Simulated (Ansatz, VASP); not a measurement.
## Ba in VASP and in Ansatz

```
CELL_PARAMETERS angstrom
3.81243 0.00000 0.00000
0.00000 3.81243 0.00000
0.00000 0.00000 3.81243
ATOMIC_POSITIONS crystal
Ba 0.00000 0.00000 0.00000
```

Alike in both runs: functional PBEsol; k mesh 12 × 12 × 12; occupations gaussian, width 0.1 eV; no spin polarisation.

Ansatz relaxed the structure, and its values are those at the end. VASP's run is a single point on that final structure, the one shown.

|  | VASP | Ansatz |
| --- | --- | --- |
| version | VASP 6.6.1 | Ansatz 0.2.0 |
| potentials or method | VASP PAW PBE potentials, release 64 (Ba_sv), cutoff 500 eV | scalar-relativistic, plane waves, PAW |
| valence electrons in the cell | 10 | 10 |

```csv
,VASP,Ansatz,Ansatz less VASP
gap on the k mesh at the Fermi level (eV),none,none,-
pressure (GPa),0.2,0.0,-0.18
```

VASP's potentials were made for PBE, not for PBEsol. A gap of «none» marks a metal or a gap that the smearing closes.

Spin-orbit coupling is off throughout.
